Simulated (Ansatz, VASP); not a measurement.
Ga: VASP beside Ansatz

```
CELL_PARAMETERS angstrom
-1.63210 1.63210 1.63210
1.63210 -1.63210 1.63210
1.63210 1.63210 -1.63210
ATOMIC_POSITIONS crystal
Ga 0.00000 0.00000 0.00000
```

Alike in both runs: functional LDA; k mesh 16 × 16 × 16; occupations fermi-dirac, width 0.05 eV; no spin polarisation.

Ansatz relaxed the structure, and its values are those at the end. VASP's run is a single point on that final structure, the one shown.

|  | VASP | Ansatz |
| --- | --- | --- |
| version | VASP 6.6.1 | Ansatz 0.2.0 |
| potentials or method | VASP PAW LDA potentials, release 64 (Ga_d) | PAW with Ansatz's default frozen-core files, scalar-relativistic |
| plane-wave cutoff (eV) | 520 | 420 |
| valence electrons in the cell | 13 | 13 |

```csv
,VASP,Ansatz,Ansatz less VASP
pressure (GPa),0.1,0.0,-0.13
```

LDA's correlation is that of Perdew and Zunger in VASP and of Perdew and Wang (1992) in Ansatz.
